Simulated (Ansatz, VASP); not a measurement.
**One calculation of CsPbBr3, two programs**

File POSCAR:

```
CsPbBr3
1.0
    5.9176150000      0.0000000000      0.0000000000
    0.0000000000      5.9176150000      0.0000000000
    0.0000000000      0.0000000000      5.9176150000
Br Pb Cs
3 1 1
Direct
    0.0000000000      0.5000000000      0.5000000000
    0.5000000000      0.0000000000      0.5000000000
    0.5000000000      0.5000000000      0.0000000000
    0.5000000000      0.5000000000      0.5000000000
    0.0000000000      0.0000000000      0.0000000000
```

File INCAR.step1:

```
PREC     = Accurate       # precision mode
ENCUT    = 520            # plane-wave cutoff, eV
ISMEAR   = 1              # smearing method
SIGMA    = 0.0575         # smearing width, eV
LREAL    = F              # projectors in reciprocal space
LASPH    = T              # aspherical terms in the spheres
NELM     = 80             # most SCF steps
NBANDS   = 30             # bands
GGA      = PE             # functional
ALGO     = Normal         # electronic algorithm
EDIFF    = 1E-4           # SCF threshold, eV
LWAVE    = T              # write WAVECAR
LCHARG   = F              # write CHGCAR
```

Contents of INCAR.step2:

```
PREC     = Accurate       # precision mode
ENCUT    = 520            # plane-wave cutoff, eV
EDIFF    = 1E-6           # SCF threshold, eV
ISMEAR   = 1              # smearing method
SIGMA    = 0.0575         # smearing width, eV
LREAL    = F              # projectors in reciprocal space
LASPH    = T              # aspherical terms in the spheres
NELM     = 80             # most SCF steps
ALGO     = Normal         # electronic algorithm
ISIF     = 2              # what is computed and relaxed
LWAVE    = F              # write WAVECAR
LCHARG   = F              # write CHGCAR
METAGGA  = R2SCAN         # meta-GGA
LMIXTAU  = T            
NBANDS   = 30             # bands
ISTART   = 1
```

The input KPOINTS:

```
regular mesh
0
Gamma
  5 5 5
```

Input for Ansatz:

```yaml
crystal:
  lattice:
    - [5.917615, 0.0, 0.0]
    - [0.0, 5.917615, 0.0]
    - [0.0, 0.0, 5.917615]
  atoms:
    - { symbol: Br, position: [0.0, 0.5, 0.5] }
    - { symbol: Br, position: [0.5, 0.0, 0.5] }
    - { symbol: Br, position: [0.5, 0.5, 0.0] }
    - { symbol: Pb, position: [0.5, 0.5, 0.5] }
    - { symbol: Cs, position: [0.0, 0.0, 0.0] }
  symmetry: { tolerance: 0.0003 }
kpoints:
  mp_grid: { grid: [5, 5, 5], shift: [0, 0, 0] }
  band_path:
    path:
      - [0.0, 0.0, 0.0]
      - [0.0, 0.5, 0.0]
      - [0.5, 0.5, 0.0]
      - [0.0, 0.0, 0.0]
      - [0.5, 0.5, 0.5]
      - [0.0, 0.5, 0.0]
      - [0.5, 0.5, 0.5]
      - [0.5, 0.5, 0.0]
    npoints: 8
magnetization:
  spin_polarized: false
scf:
  occupations: { method: methfessel_paxton, width: 0.0575 }
  lower_state_search: "off"
  max_iter: 200
hamiltonian:
  pseudopotentials: { kind: paw }
  xc: r2scan
basis:
  ecutwfc: 500
  fft_grid_basis: typed
output:
  forces: true
  stress: true
  eigenvalues: true
  bader: true
  populations: true
  elf: true
  write_potential: true
  volumetric_format: npy
  dos:
    e_range: [-12, 8]
    de: 0.05
    projected: { site_lists: { Br: [Br], Cs: [Cs], Pb: [Pb] } }
checkpoint:
  read: saved_state
```

Alike in both runs: task single point; functional r2SCAN; k mesh 5 × 5 × 5; occupations methfessel-paxton of order 1, width 0.0575 eV; no spin polarisation.

|  | VASP | Ansatz |
| --- | --- | --- |
| version | VASP 6.6.1 | Ansatz 0.2.0 |
| potentials or method | VASP PAW PBE potentials, release 64 (Br, Pb_d, Cs_sv), cutoff 520 eV | PAW plane waves |
| valence electrons in the cell | 44 | 44 |

VASP gave:

| Quantity | Value |
| --- | --- |
| gap on the k mesh at the Fermi level (eV) | 3.04 |
| pressure (GPa) | 0.2 |

Q: Estimate Ansatz's values.

A: gap on the k mesh at the Fermi level (eV): 3.03; pressure (GPa): 0.2.

VASP's potentials were made for PBE, not for r2SCAN.

Neither program's run includes spin-orbit coupling.
